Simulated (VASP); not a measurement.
# GaMo (Pm-3m) in VASP: notebook

The runs below take GaMo through relaxation of cell and atoms, with PBE.

Everything below comes from runs of VASP 6.6.1. Logs are shortened: lines on timing, memory, paths and dates and some standing lists are left out, and cuts for length are marked.

### Step 1. The cell of the first run

The structure is cubic, space group Pm-3m (No. 221). The conventional cell has a = 3.265 Å, b = 3.265 Å, c = 3.265 Å, α = 90.00°, β = 90.00°, γ = 90.00°. Ga (site symmetry m-3m) has 8 Mo at 2.83 Å and 6 Ga at 3.26 to 3.27 Å within 3.7 Å. Within 3.7 Å of Mo (site symmetry m-3m) lie 8 Ga at 2.83 Å and 6 Mo at 3.27 Å.

### Step 2. Relaxation of cell and atoms, PBE

INCAR

```
ALGO = Fast
EDIFF = 1E-7
EDIFFG = -0.08
ENCUT = 600
GGA = PE
IBRION = 2
ISIF = 3
ISMEAR = 0
LASPH = T
LCHARG = F
LREAL = F
LWAVE = F
NELM = 80
NSW = 36
PREC = Accurate
SIGMA = 0.2
```

KPOINTS

```
k-points
0
Gamma
  6 6 6
```

POSCAR

```
GaMo
1.0
    3.2650000000      0.0000000000      0.0000000000
    0.0000000000      3.2650000000      0.0000000000
    0.0000000000      0.0000000000      3.2650000000
Ga Mo
1 1
Direct
    0.5000000000      0.5000000000      0.5000000000
    0.0000000000      0.0000000000      0.0000000000
```

Potentials or basis: VASP PAW PBE potentials, release 64 (Ga_d, Mo_sv).

The run is started by

```
$ cat potpaw_PBE.64/Ga_d/POTCAR potpaw_PBE.64/Mo_sv/POTCAR > POTCAR
$ mpirun -np 1 vasp_std > vasp.out
```

OUTCAR:

```text
EDIFF = 1E-7
   EDIFFG = -0.08
   ENCUT = 600
   GGA = PE
   IBRION = 2
   ISIF = 3
   ISMEAR = 0
   LASPH = T
   LREAL = F
   NELM = 80
   NSW = 36
   PREC = Accurate

 ion  position               nearest neighbor table
   1  0.500  0.500  0.500-   2 2.83   2 2.83   2 2.83   2 2.83   2 2.83   2 2.83   2 2.83   2 2.83

   2  0.000  0.000  0.000-   1 2.83   1 2.83   1 2.83   1 2.83   1 2.83   1 2.83   1 2.83   1 2.83

  LATTYP: Found a simple cubic cell.
 ALAT       =     3.2650000000

  Lattice vectors:

 A1 = (   3.2650000000,   0.0000000000,   0.0000000000)
 A2 = (   0.0000000000,   3.2650000000,   0.0000000000)
 A3 = (   0.0000000000,   0.0000000000,   3.2650000000)

Analysis of symmetry for initial positions (statically):
=====================================================================
 Subroutine PRICEL returns:
 Original cell was already a primitive cell.

 Routine SETGRP: Setting up the symmetry group for a
 simple cubic supercell.

 Subroutine GETGRP returns: Found 48 space group operations
 (whereof 48 operations were pure point group operations)
 out of a pool of 48 trial point group operations.

The static configuration has the point symmetry O_h .

Analysis of symmetry for dynamics (positions and initial velocities):
=====================================================================
 Subroutine PRICEL returns:
 Original cell was already a primitive cell.

 Routine SETGRP: Setting up the symmetry group for a
 simple cubic supercell.

 Subroutine GETGRP returns: Found 48 space group operations
 (whereof 48 operations were pure point group operations)
 out of a pool of 48 trial point group operations.

The dynamic configuration has the point symmetry O_h .

 Subroutine INISYM returns: Found 48 space group operations
 (whereof 48 operations are pure point group operations),
 and found     1 'primitive' translations

----------------------------------------------------------------------------------------

                                     Primitive cell

  volume of cell :      34.8056

  direct lattice vectors                    reciprocal lattice vectors
     3.265000000  0.000000000  0.000000000     0.306278714  0.000000000  0.000000000
     0.000000000  3.265000000  0.000000000     0.000000000  0.306278714  0.000000000
     0.000000000  0.000000000  3.265000000     0.000000000  0.000000000  0.306278714

  length of vectors
     3.265000000  3.265000000  3.265000000     0.306278714  0.306278714  0.306278714

  position of ions in fractional coordinates (direct lattice)
     0.500000000  0.500000000  0.500000000
     0.000000000  0.000000000  0.000000000

  ion indices of the primitive-cell ions
   primitive index   ion index
                 1           1
                 2           2

----------------------------------------------------------------------------------------

 KPOINTS: k-points

Automatic generation of k-mesh.
 Grid dimensions read from file:
 generate k-points for:    6    6    6

 Generating k-lattice:

  Cartesian coordinates                     Fractional coordinates (reciprocal lattice)
     0.051046452  0.000000000  0.000000000     0.166666667  0.000000000  0.000000000
     0.000000000  0.051046452  0.000000000     0.000000000  0.166666667  0.000000000
     0.000000000  0.000000000  0.051046452     0.000000000  0.000000000  0.166666667

  Length of vectors
     0.051046452  0.051046452  0.051046452

  Shift w.r.t. Gamma in fractional coordinates (k-lattice)
     0.000000000  0.000000000  0.000000000

 Subroutine IBZKPT returns following result:
 ===========================================

 Found     20 irreducible k-points:

 Following reciprocal coordinates:
            Coordinates               Weight
  0.000000  0.000000  0.000000      1.000000
  0.166667  0.000000  0.000000      6.000000
  0.333333  0.000000  0.000000      6.000000
  0.500000  0.000000  0.000000      3.000000
  0.166667  0.166667  0.000000     12.000000
  0.333333  0.166667  0.000000     24.000000
[... 12 lines left out ...]
  0.500000  0.500000  0.333333      6.000000
  0.500000  0.500000  0.500000      1.000000
   k-points           NKPTS =     20   k-points in BZ     NKDIM =     20   number of bands    NBANDS=     17
   number of dos      NEDOS =    301   number of ions     NIONS =      2
   total plane-waves  NPLWV =  21952
   dimension x,y,z NGX =    28 NGY =   28 NGZ =   28
   dimension x,y,z NGXF=    56 NGYF=   56 NGZF=   56
   ions per type =               1   1
   NGX,Y,Z   is equivalent  to a cutoff of  14.26, 14.26, 14.26 a.u.
   NGXF,Y,Z  is equivalent  to a cutoff of  28.51, 28.51, 28.51 a.u.
 SYSTEM =  unknown system
   PREC   = accura    normal or accurate (medium, high low for compatibility)
   ISTART =      0    job   : 0-new  1-cont  2-samecut
   ICHARG =      2    charge: 1-file 2-atom 10-const
   ISPIN  =      1    spin polarized calculation?
   LNONCOLLINEAR =      F non collinear calculations
[... 83 lines left out ...]
      6      -6.1546      2.00000
[... 9 lines left out ...]
     16      10.9966      0.00000
     17      13.6401      0.00000

 k-point     3 :       0.3333    0.0000    0.0000
  band No.  band energies     occupation
      1     -52.5598      2.00000
      2     -26.6917      2.00000
      3     -26.5436      2.00000
      4     -26.5436      2.00000
      5      -6.1695      2.00000
      6      -6.0939      2.00000
[... 390 lines left out ...]
  FORCE on cell =-STRESS in cart. coord.  units (eV):
  Direction    XX          YY          ZZ          XY          YZ          ZX
  --------------------------------------------------------------------------------------
  -------------------------------------------------------------------------------------
  Total        5.9598105      5.9598105      5.9598105      0.0000000      0.0000000      0.0000000
  in kB      362.9107658    362.9107658    362.9107658      0.0000000      0.0000000      0.0000000
  external PRESSURE =     362.9107658 kB  Pullay stress =       0.0000000 kB

 VOLUME and BASIS-vectors are now :
 -----------------------------------------------------------------------------
  energy-cutoff  :      600.00
  volume of cell :       26.31
      direct lattice vectors                 reciprocal lattice vectors
     2.974274590  0.000000000  0.000000000     0.336216435  0.000000000 -0.000000000
     0.000000000  2.974274590  0.000000000    -0.000000000  0.336216435  0.000000000
     0.000000000 -0.000000000  2.974274590    -0.000000000  0.000000000  0.336216435

 POSITION                                       TOTAL-FORCE (eV/Angst)
 -----------------------------------------------------------------------------------
      1.48714      1.48714      1.48714         0.000000     -0.000000      0.000000
      0.00000      0.00000      0.00000        -0.000000      0.000000      0.000000
 -----------------------------------------------------------------------------------
    total drift:                                0.000000      0.000000      0.000000

  FREE ENERGIE OF THE ION-ELECTRON SYSTEM (eV)
  ---------------------------------------------------
  free  energy   TOTEN  =       -13.0650217187 eV

  energy  without entropy=      -13.0350729508  energy(sigma->0) =      -13.05004733

--------------------------------------- Ionic step        3  -------------------------------------------

 number of electron      27.0000008 magnetization

 Free energy of the ion-electron system (eV)
  ---------------------------------------------------
  ext. energy  EPLUGINS =         0.00000000
  ---------------------------------------------------
  free energy    TOTEN  =       -13.47593570 eV

  energy without entropy =      -13.43630337  energy(sigma->0) =      -13.45611953

 E-fermi :  10.0060     XC(G=0): -12.8279

 val. band max:        9.9934964694   @ k =   0.5000   0.1667   0.1667
 cond. band min:      10.0515198878   @ k =   0.5000   0.5000   0.3333
 fundamental gap:      0.0580234185
 Fermi energy:        10.0060121446

 k-point     1 :       0.0000    0.0000    0.0000
  band No.  band energies     occupation
      1     -50.8201      2.00000
      2     -24.7984      2.00000
      3     -24.7984      2.00000
      4     -24.7984      2.00000
      5      -4.7717      2.00000
      6      -4.7717      2.00000
[... 9 lines left out ...]
     16      14.4762      0.00000
     17      14.4762      0.00000

 k-point     2 :       0.1667    0.0000    0.0000
  band No.  band energies     occupation
      1     -50.8143      2.00000
      2     -24.8736      2.00000
      3     -24.7921      2.00000
      4     -24.7921      2.00000
      5      -4.7620      2.00000
      6      -4.7250      2.00000
[... 9 lines left out ...]
     16      13.0129      0.00000
     17      15.8596      0.00000

 k-point     3 :       0.3333    0.0000    0.0000
  band No.  band energies     occupation
      1     -50.8027      2.00000
      2     -25.0216      2.00000
      3     -24.7794      2.00000
      4     -24.7794      2.00000
      5      -4.7427      2.00000
      6      -4.6327      2.00000
[... 354 lines left out ...]
  FORCE on cell =-STRESS in cart. coord.  units (eV):
  Direction    XX          YY          ZZ          XY          YZ          ZX
  --------------------------------------------------------------------------------------
  -------------------------------------------------------------------------------------
  Total       -0.1394725     -0.1394725     -0.1394725      0.0000000      0.0000000     -0.0000000
  in kB       -7.2981454     -7.2981454     -7.2981454      0.0000000      0.0000000     -0.0000000
  external PRESSURE =      -7.2981454 kB  Pullay stress =       0.0000000 kB

 VOLUME and BASIS-vectors are now :
 -----------------------------------------------------------------------------
  energy-cutoff  :      600.00
  volume of cell :       30.62
      direct lattice vectors                 reciprocal lattice vectors
     3.128447823  0.000000000  0.000000000     0.319647332  0.000000000 -0.000000000
     0.000000000  3.128447823  0.000000000    -0.000000000  0.319647332  0.000000000
     0.000000000 -0.000000000  3.128447823    -0.000000000  0.000000000  0.319647332

 POSITION                                       TOTAL-FORCE (eV/Angst)
 -----------------------------------------------------------------------------------
      1.56422      1.56422      1.56422         0.000000     -0.000000      0.000000
      0.00000      0.00000      0.00000        -0.000000      0.000000      0.000000
 -----------------------------------------------------------------------------------
    total drift:                                0.000000      0.000000      0.000000

  FREE ENERGIE OF THE ION-ELECTRON SYSTEM (eV)
  ---------------------------------------------------
  free  energy   TOTEN  =       -13.4759357000 eV

  energy  without entropy=      -13.4363033671  energy(sigma->0) =      -13.45611953

 reached required accuracy - stopping structural energy minimisation
```

Wall time 70 s (1 thread of Intel Xeon 8259CL, shared host); peak memory 0.17 GiB.

Results:

- Free energy: -13.4759 eV
- Relaxed volume: 15.31 Å³/atom
- Relaxed cell: a = 3.128 Å, b = 3.128 Å, c = 3.128 Å, α = 90.00°, β = 90.00°, γ = 90.00°
- Space group after relaxing (to 0.1 Å): Pm-3m (No. 221)
- Energy gained by relaxing: 129.2 meV/atom
- Ionic steps: 3
- Pressure after relaxing: -0.7 GPa
- Band gap on the k mesh: zero (an odd number of electrons rules out a gap without spin polarisation)

The path:
```tsv
step	energy change (eV)	largest force (eV/Å)	pressure (GPa)	volume (Å³)
1	0.0000	0.0000	-16.99	34.81
2	0.1525	0.0000	36.29	26.31
3	-0.2584	0.0000	-0.73	30.62
```

Final structure:
```
Ga Mo
1.0
     3.12845    0.00000    0.00000
     0.00000    3.12845    0.00000
     0.00000    0.00000    3.12845
Ga Mo
1 1
Direct
  0.50000 0.50000 0.50000
  0.00000 0.00000 0.00000
```

Levels at points of the mesh, in eV from the Fermi level:
```tsv
k point	band 12	band 13	band 14	band 15	band 16	band 17
(0.00, 0.00, 0.00)	-2.74	1.28	1.28	1.28	4.47	4.47
(0.50, 0.00, 0.00)	-2.25	-1.20	-1.20	1.38	3.08	8.54
(0.50, 0.50, 0.00)	-1.94	-1.94	-0.05	-0.05	2.64	4.83
(0.50, 0.50, 0.50)	-4.63	-1.63	2.75	2.75	4.97	4.97
```

### Step 3. Relaxation of cell and atoms, PBE

This run uses another cell than the first one, of 17.83 Å³/atom.

INCAR

```
ALGO = Normal ; EDIFF = 1E-6
EDIFFG = -0.08 ; ENCUT = 600
GGA = PE ; IBRION = 2
ISIF = 3 ; ISMEAR = 0
LASPH = T ; LCHARG = F
LREAL = F ; LWAVE = F
NELM = 80 ; NSW = 36
PREC = Accurate ; SIGMA = 0.2
```

KPOINTS is that of step 2.

POSCAR

```
GaMo
1.0
    3.2916991600      0.0000000000      0.0000000000
    0.0000000000      3.2916991600      0.0000000000
    0.0000000000      0.0000000000      3.2916991600
Ga Mo
1 1
Direct
    0.5000000000      0.5000000000      0.5000000000
    0.0000000000      0.0000000000      0.0000000000
```

Potentials or basis: VASP PAW PBE potentials, release 64 (Ga_d, Mo_sv).

The run is started by

```
$ cat potpaw_PBE.64/Ga_d/POTCAR potpaw_PBE.64/Mo_sv/POTCAR > POTCAR
$ mpirun -np 1 vasp_std > vasp.out
```

Wall time 65 s (1 thread of Intel Xeon 8259CL, shared host); peak memory 0.18 GiB.

The run converged. Its results:

```
Free energy                           : -13.4765 eV
Relaxed volume                        : 15.27 Å³/atom
Relaxed cell                          : a = 3.126 Å, b = 3.126 Å, c = 3.126 Å, α = 90.00°, β = 90.00°, γ = 90.00°
Space group after relaxing (to 0.1 Å) : Pm-3m (No. 221)
Energy gained by relaxing             : 177.8 meV/atom
Ionic steps                           : 4
Pressure after relaxing               : -0.2 GPa
Band gap on the k mesh                : zero (an odd number of electrons rules out a gap without spin polarisation)
```

Step by step:
| step | energy change (eV) | largest force (eV/Å) | pressure (GPa) | volume (Å³) |
| --- | --- | --- | --- | --- |
| 1 | 0.0000 | 0.0000 | -19.08 | 35.67 |
| 2 | 0.1852 | 0.0000 | 43.25 | 25.79 |
| 3 | -0.3551 | 0.0000 | -0.93 | 30.66 |
| 4 | -0.3556 | 0.0000 | -0.18 | 30.53 |

Final structure:
```cif
data_structure
_symmetry_space_group_name_H-M 'P 1'
_symmetry_Int_Tables_number 1
_cell_length_a 3.1256
_cell_length_b 3.1256
_cell_length_c 3.1256
_cell_angle_alpha 90.000
_cell_angle_beta 90.000
_cell_angle_gamma 90.000
_cell_volume 30.53
loop_
_atom_site_label
_atom_site_type_symbol
_atom_site_fract_x
_atom_site_fract_y
_atom_site_fract_z
_atom_site_occupancy
Ga1 Ga 0.50000 0.50000 0.50000 1
Mo1 Mo 0.00000 0.00000 0.00000 1
```

Levels at points of the mesh, in eV from the Fermi level:
| k point | band 12 | band 13 | band 14 | band 15 | band 16 | band 17 |
| --- | --- | --- | --- | --- | --- | --- |
| (0.00, 0.00, 0.00) | -2.75 | 1.29 | 1.29 | 1.29 | 4.48 | 4.48 |
| (0.50, 0.00, 0.00) | -2.26 | -1.21 | -1.21 | 1.39 | 3.09 | 8.54 |
| (0.50, 0.50, 0.00) | -1.95 | -1.95 | -0.05 | -0.05 | 2.65 | 4.84 |
| (0.50, 0.50, 0.50) | -4.64 | -1.62 | 2.76 | 2.76 | 4.98 | 4.98 |

### Step 4. Relaxation of cell and atoms, PBE

This run uses another cell than the first one, of 19.28 Å³/atom.

INCAR

```
SYSTEM = GaMo
  PREC = Accurate
  ENCUT = 600
  EDIFF = 1E-6
  ISMEAR = 0
  SIGMA = 0.2
  LREAL = .FALSE.
  LASPH = .TRUE.
  NELM = 80
  ALGO = Normal
  ISIF = 3
  LWAVE = .FALSE.
  LCHARG = .FALSE.
  GGA = PE
  IBRION = 2
  NSW = 36
  EDIFFG = -0.08
```

KPOINTS

```
Automatic mesh
0
G
  6 6 6
  0 0 0
```

POSCAR

```
GaMo
1.0
    3.3784328200      0.0000000000      0.0000000000
    0.0000000000      3.3784328200      0.0000000000
    0.0000000000      0.0000000000      3.3784328200
Ga Mo
1 1
Direct
    0.0000000000      0.0000000000      0.0000000000
    0.5000000000      0.5000000000      0.5000000000
```

The run is started by

```
$ cat potpaw_PBE.64/Ga_d/POTCAR potpaw_PBE.64/Mo_sv/POTCAR > POTCAR
$ mpirun -np 1 vasp_std > vasp.out
```

Run time: 50 s. Hardware: 1 thread of Intel Xeon 8259CL, shared host; peak memory 0.18 GiB.

Results (log left out):

```yaml
Free_energy: -13.4772 eV
Relaxed_volume: 15.29 Å³/atom
Relaxed_cell: a = 3.127 Å, b = 3.127 Å, c = 3.127 Å, α = 90.00°, β = 90.00°, γ = 90.00°
Space_group_after_relaxing_to_0.1_Å: Pm-3m (No. 221)
Energy_gained_by_relaxing: 373.5 meV/atom
Ionic_steps: 4
Pressure_after_relaxing: -0.4 GPa
Band_gap_on_the_k_mesh: zero (an odd number of electrons rules out a gap without spin polarisation)
```

The path:
```csv
step,energy change (eV),largest force (eV/Å),pressure (GPa),volume (Å³)
1,0.0000,0.0000,-23.91,38.56
2,0.1705,0.0000,61.37,24.63
3,-0.7455,0.0000,-1.67,30.80
4,-0.7470,0.0000,-0.40,30.58
```

Final structure:
```yaml
crystal:
  lattice:
    - [3.12716, 0.00000, 0.00000]
    - [0.00000, 3.12716, 0.00000]
    - [0.00000, 0.00000, 3.12716]
  atoms:
    - { symbol: Ga, position: [0.00000, 0.00000, 0.00000] }
    - { symbol: Mo, position: [0.50000, 0.50000, 0.50000] }
```

Levels at points of the mesh, in eV from the Fermi level:
```csv
k point,band 12,band 13,band 14,band 15,band 16,band 17
"(0.00, 0.00, 0.00)",-2.75,1.28,1.28,1.28,4.47,4.47
"(0.50, 0.00, 0.00)",-2.26,-1.21,-1.21,1.38,3.09,8.53
"(0.50, 0.50, 0.00)",-1.95,-1.95,-0.05,-0.05,2.64,4.83
"(0.50, 0.50, 0.50)",-4.63,-1.63,2.75,2.75,4.97,4.97
```

Caveat: the volume moved by over 15 % at a fixed basis, so the end points are rough.

### Step 5. Overview

```csv
cell,gap on the mesh (eV),pressure (GPa),relaxed volume (Å³/atom)
"relaxed from a = 3.265 Å, 2 atoms",none,-0.7,-
"relaxed from a = 3.292 Å, 2 atoms",none,-0.2,15.27
"relaxed from a = 3.378 Å, 2 atoms",none,-0.4,15.29
```

Alike in all rows: task relaxation of cell and atoms; level PBE; potentials or basis VASP PAW PBE potentials, release 64 (Ga_d, Mo_sv); no spin polarisation; k mesh 6 × 6 × 6; cutoff (eV) 600; smearing gaussian 0.2 eV.

Caveats: the volume moved by over 15 % at a fixed basis, so the end points are rough (at least some runs).

Total energies depend on the potentials used, so only differences within one code and one set of settings carry meaning.

The gap in the log of VASP goes by the Fermi energy; the results here count the filled bands.